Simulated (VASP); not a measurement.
# CuO (rock salt type): single point with PBE

CuO (rock salt type):

```
Cu O
1.0
     0.00000    2.07853    2.07853
     2.07853    0.00000    2.07853
     2.07853    2.07853    0.00000
Cu O
1 1
Direct
  0.00000 0.00000 0.00000
  0.50000 0.50000 0.50000
```

```yaml
Program: VASP 6.6.1
Task: single point
Functional: PBE
Potentials_or_basis: VASP PAW PBE potentials, release 64 (Cu, O)
Cutoff: 520 eV
k_mesh: 22 × 22 × 22
Occupations: fermi-dirac, width 0.0612256 eV
Spin: no spin polarisation
```

The pressure is 13.2 GPa.

Levels at points of the mesh, in eV from the Fermi level:
| k point | band 5 | band 6 | band 7 | band 8 | band 9 | band 10 | band 11 | band 12 | band 13 | band 14 |
| --- | --- | --- | --- | --- | --- | --- | --- | --- | --- | --- |
| (0.00, 0.00, 0.00) | -2.59 | -2.59 | -2.59 | -2.37 | -2.37 | 1.68 | 18.32 | 19.02 | 19.02 | 19.02 |
| (0.50, 0.00, 0.00) | -1.97 | -1.97 | -1.50 | 0.78 | 0.78 | 5.80 | 10.10 | 14.05 | 14.05 | 21.21 |
| (0.50, 0.50, 0.00) | -3.45 | -2.04 | -1.76 | -1.76 | -1.51 | 5.91 | 10.94 | 12.22 | 16.77 | 16.77 |

Wall time 71 s on 1 thread of AMD EPYC 9R45 96-Core Processor (Zen 5) (shared host), peak memory 0.19 GiB.

Caveat: an odd number of electrons without spin polarisation forces a metal; a magnetic or distorted state may lie lower; semilocal functionals often make such compounds metallic where correlation or magnetic order opens a gap, which also shifts bond lengths. With open d or f shells a metallic result of PBE can be an artefact of self-interaction; +U or a hybrid may open a gap.
